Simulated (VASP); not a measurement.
Runs of VASP 6.6.1 on ZnS. The structure is that of space group P6_3mc (No. 186), or close to it. The cells are those of the table. 

```csv
cell,gap on the mesh (eV),pressure (GPa),largest force (eV/Å)
"a = 3.849, b = 3.821, c = 6.234 Å, angles 90.0, 90.0, 120.2°, 4 atoms",2.77,-0.6,0.29
"a = 3.944, b = 3.845, c = 6.234 Å, angles 90.0, 90.0, 120.9°, 4 atoms",2.61,(b),0.30
"a = 3.773, b = 3.802, c = 6.234 Å, angles 90.0, 90.0, 119.8°, 4 atoms",(a),1.1,0.37
"a = 3.659, b = 3.773, c = 6.234 Å, angles 90.0, 90.0, 119.0°, 4 atoms",2.87,4.1,0.62
"a = 3.735, b = 3.792, c = 6.234 Å, angles 90.0, 90.0, 119.5°, 4 atoms",2.87,2.0,0.43
```

Alike in all rows: task single point; level r2SCAN; potentials or basis VASP PAW PBE potentials, release 64 (Zn, S); no spin polarisation; k mesh 6 × 6 × 4; cutoff (eV) 520; smearing gaussian 0.05 eV.

Question: Estimate the missing entries.

Answer: (a) 2.85; (b) -2.4.

Caveats: the PAW data sets were made with another functional, which shifts forces and pressure a little.

